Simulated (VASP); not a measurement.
Mg, 2 atoms in the cell. The typed cell holds 2 atoms: a = 5.442 Å, b = 5.442 Å, c = 3.144 Å, α = 149.76°, β = 90.00°, γ = 90.00°. 

```yaml
Program: VASP 6.6.1
Task: single point
Functional: PBE
Potentials_or_basis: VASP PAW PBE potentials, release 64 (Mg)
Cutoff: 520 eV
k_mesh: 7 × 7 × 22
Occupations: gaussian, width 0.1 eV
Spin: no spin polarisation
Dipole_correction: no
Further_INCAR_settings: ALGO = Fast; EDIFF = 1e-07; NBANDS = 9; ISYM = 0
```

Potentials or basis: VASP PAW PBE potentials, release 64 (Mg).

Run with:

```console
$ cat potpaw_PBE.64/Mg/POTCAR > POTCAR
$ mpirun -np 1 vasp_std > vasp.out
```

Hardware: 1 thread of Intel Xeon 6975P-C, with other jobs on the host.

Q: How long does it take, and how much memory?

A: Run time: 3.4 min on 1 thread of Intel Xeon 6975P-C, on a shared host, peak memory 0.36 GiB. Counts: scf iterations 12, k points 540.
